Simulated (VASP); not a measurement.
Input of a VASP 6.6.1 run:

POSCAR

```
Ni
1.0
    0.0000000000      1.7380692641      1.7380692641
    1.7380692641      0.0000000000      1.7380692641
    1.7380692641      1.7380692641      0.0000000000
Ni
1
Direct
    0.0000000000      0.0000000000      0.0000000000
```

INCAR.step1

```
ALGO     = Normal         # electronic algorithm
EDIFF    = 1E-4           # SCF threshold, eV
ENCUT    = 520            # plane-wave cutoff, eV
GGA      = PE             # functional
ISMEAR   = -1             # smearing method
ISPIN    = 2              # spin polarisation
LASPH    = T              # aspherical terms in the spheres
LCHARG   = F              # write CHGCAR
LMAXMIX  = 4              # l up to which the mixer works
LREAL    = F              # projectors in reciprocal space
LWAVE    = T              # write WAVECAR
MAGMOM   = 0.807          # initial moments
NBANDS   = 15             # bands
NELM     = 150            # most SCF steps
PREC     = Accurate       # precision mode
SIGMA    = 0.05           # smearing width, eV
```

File INCAR.step2:

```
ALGO     = Normal         # electronic algorithm
EDIFF    = 1E-7           # SCF threshold, eV
ENCUT    = 520            # plane-wave cutoff, eV
ISIF     = 2              # what is computed and relaxed
ISMEAR   = -1             # smearing method
ISPIN    = 2              # spin polarisation
ISTART   = 1            
LASPH    = T              # aspherical terms in the spheres
LCHARG   = T              # write CHGCAR
LELF     = T              # ELF
LMAXMIX  = 4              # l up to which the mixer works
LMIXTAU  = T            
LORBIT   = 11             # projections on sites
LREAL    = F              # projectors in reciprocal space
LVHAR    = T            
LWAVE    = F              # write WAVECAR
MAGMOM   = 0.807          # initial moments
METAGGA  = R2SCAN         # meta-GGA
NBANDS   = 15             # bands
NELM     = 150            # most SCF steps
PREC     = Accurate       # precision mode
SIGMA    = 0.05           # smearing width, eV
```

KPOINTS

```
k-points
0
Gamma
  7 7 7
```

Potentials or basis: VASP PAW PBE potentials, release 64 (Ni).

Command:

```bash
$ cat potpaw_PBE.64/Ni/POTCAR > POTCAR
$ cp INCAR.step1 INCAR
$ mpirun -np 1 vasp_std > vasp.out
$ cp INCAR.step2 INCAR
$ mpirun -np 1 vasp_std > vasp.out
```

Task: Estimate the net moment.

Result: 0.85 μB per cell.

Task: Predict the site moments.

Result: Ni +0.86 μB.

Caveat: the k points lie up to 0.45 Å⁻¹ apart.
